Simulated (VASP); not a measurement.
Input of a VASP 6.6.1 run:

Contents of INCAR:

```
PREC = Accurate
ENCUT = 520
EDIFF = 1E-7
ISMEAR = 0
SIGMA = 0.02
LREAL = False
LASPH = True
NELM = 100
ALGO = Normal
ISIF = 2
LWAVE = False
LCHARG = False
GGA = PS
NBANDS = 31
```

Contents of KPOINTS:

```
Automatic mesh
0
Gamma
  6 6 6
```

File POSCAR:

```
Al3GaN4
1.0
    4.5392046910      0.0000000000      0.0000000000
    0.0000000000      4.5392046910      0.0000000000
    0.0000000000      0.0000000000      4.5392046910
Al Ga N
3 1 4
Direct
    0.5000000000      0.5000000000      0.0000000000
    0.5000000000      0.0000000000      0.5000000000
    0.0000000000      0.5000000000      0.5000000000
    0.0000000000      0.0000000000      0.0000000000
    0.7447077177      0.7447077177      0.2552922823
    0.7447077177      0.2552922823      0.7447077177
    0.2552922823      0.7447077177      0.7447077177
    0.2552922823      0.2552922823      0.2552922823
```

Potentials or basis: VASP PAW PBE potentials, release 64 (Al, Ga_d, N).

Command:

```sh
$ cat potpaw_PBE.64/Al/POTCAR potpaw_PBE.64/Ga_d/POTCAR potpaw_PBE.64/N/POTCAR > POTCAR
$ mpirun -np 1 vasp_std > vasp.out
```

Q: What does it give for the band gap on the k mesh?

A: 2.74 eV, direct.

Q: What does it give for the pressure?

A: -14.7 GPa.

Caveat: the cell differs from its parent crystal (equal strain along all axes, cell held: +3.0 %, then relaxed in part); the PAW data sets were made with another functional, which shifts forces and pressure a little.
